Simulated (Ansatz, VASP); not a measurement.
# Two plane-wave programs on Si4C

```
CELL_PARAMETERS angstrom
4.07982 0.00000 0.00000
0.00000 4.07982 0.00000
0.00000 0.00000 4.07982
ATOMIC_POSITIONS crystal
Si 0.00000 0.50000 0.50000
Si 0.50000 0.50000 0.00000
Si 0.50000 0.00000 0.50000
Si 0.00000 0.00000 0.00000
C 0.50000 0.50000 0.50000
```

Change from the starting cell: species swapped into the Fe4N type (Pm-3m, No. 221).

Alike in both runs: functional PBE; k mesh 4 × 4 × 4; occupations gaussian, width 0.1 eV; no spin polarisation.

Ansatz relaxed the structure, and its values are those at the end. VASP's run is a single point on that final structure, the one shown.

|  | VASP | Ansatz |
| --- | --- | --- |
| version | VASP 6.6.1 | Ansatz 0.2.0 |
| potentials or method | VASP PAW PBE potentials, release 64 (Si, C), cutoff 520 eV | scalar-relativistic, plane waves, PAW |
| valence electrons in the cell | 20 | 20 |

```csv
,VASP,Ansatz,Ansatz less VASP
gap on the k mesh at the Fermi level (eV),none,none,-
pressure (GPa),0.2,0.1,-0.05
```

A gap of «none» marks a metal or a gap that the smearing closes. With one functional, cell and mesh, what is left measures potentials, basis and numerics.

The k mesh is coarse, so the values compare programs but aren't converged.
